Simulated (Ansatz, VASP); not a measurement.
Cs4Br in VASP and in Ansatz

Contents of INCAR:

```
SYSTEM = Cs4Br
PREC = Accurate
ENCUT = 600
EDIFF = 1E-6
ISMEAR = 0
SIGMA = 0.1
LREAL = .FALSE.
LASPH = .TRUE.
NELM = 100
ALGO = Normal
ISIF = 3
LWAVE = .FALSE.
LCHARG = .FALSE.
GGA = PE
IBRION = 2
NSW = 100
EDIFFG = -0.01
```

KPOINTS

```
Automatic mesh
0
G
  6 6 6
  0 0 0
```

File POSCAR:

```
Cs4Br
1.0
    7.5161493589      0.0000000000      0.0000000000
    0.0000000000      7.5161493589      0.0000000000
    0.0000000000      0.0000000000      7.5161493589
Cs Br
4 1
Direct
    0.5000000000      0.0000000000      0.0000000000
    0.0000000000      0.5000000000      0.0000000000
    0.0000000000      0.0000000000      0.5000000000
    0.5000000000      0.5000000000      0.5000000000
    0.0000000000      0.0000000000      0.0000000000
```

Input for Ansatz:

```yaml
crystal:
  lattice:
    - [7.5161493589, 0.0, 0.0]
    - [0.0, 7.5161493589, 0.0]
    - [0.0, 0.0, 7.5161493589]
  atoms:
    - { symbol: Cs, position: [0.5, 0.0, 0.0] }
    - { symbol: Cs, position: [0.0, 0.5, 0.0] }
    - { symbol: Cs, position: [0.0, 0.0, 0.5] }
    - { symbol: Cs, position: [0.5, 0.5, 0.5] }
    - { symbol: Br, position: [0.0, 0.0, 0.0] }
basis:
  ecutwfc: 420
kpoints:
  mp_grid: { grid: [6, 6, 6] }
hamiltonian:
  xc: pbe
scf:
  occupations: { method: gaussian, width: 0.1 }
output:
  forces: true
  stress: true
  eigenvalues: true
  write_density: true
  write_potential: true
  elf: true
  volumetric_format: npy
relax:
  adjacent_minimum: "off"
  f_tol: 0.01
  max_steps: 80
  cell: { stress_tol: 0.05 }
```

Alike in both runs: task relaxation of cell and atoms; functional PBE; k mesh 6 × 6 × 6; occupations gaussian, width 0.1 eV; no spin polarisation.

```csv
,VASP,Ansatz
version,VASP 6.6.1,Ansatz 0.2.0
potentials or method,"VASP PAW PBE potentials, release 64 (Cs_sv, Br), cutoff 600 eV","scalar-relativistic, plane waves, PAW"
valence electrons in the cell,43,43
```

Ansatz gave:

```
gap on the k mesh at the Fermi level, each at its own relaxed structure (eV) : none
relaxed volume (Å³/atom)                                                     : 86.35
relaxed cell length with the largest relative difference (Å)                 : 7.558
```

Q: What did VASP give for the same quantities?

A: gap on the k mesh at the Fermi level, each at its own relaxed structure (eV): none; relaxed volume (Å³/atom): 86.49; relaxed cell length with the largest relative difference (Å): 7.562.

A gap of «none» marks a metal or a gap that the smearing closes.

Spin-orbit coupling is off throughout.
